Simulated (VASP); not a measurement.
Li2Se:

```
Li Se
1.0
     0.00000    2.99346    2.99346
     2.99346    0.00000    2.99346
     2.99346    2.99346    0.00000
Li Se
2 1
Direct
  0.25000 0.25000 0.25000
  0.75000 0.75000 0.75000
  0.00000 0.00000 0.00000
```

Base run:

```yaml
Program: VASP 6.6.1
Functional: PBE
Potentials_or_basis: VASP PAW PBE potentials, release 64 (Li_sv, Se)
Cutoff: 750 eV
k_mesh: 8 × 8 × 8
Occupations: gaussian, width 0.01 eV
Spin: no spin polarisation
```

Its results: band gap on the k mesh 2.97 eV (least direct gap 3.42 eV); pressure 0.3 GPa.

Question: The run is repeated on the same cell with these changes: functional from PBE to r2SCAN; cutoff from 750 eV to 830 eV. What comes out?

Answer: Band gap on the k mesh 3.46 eV (least direct gap 4.18 eV); pressure -0.2 GPa.

Caveats: the PAW data sets were made with another functional, which shifts forces and pressure a little (at least some runs).

A k mesh can miss the band edges.
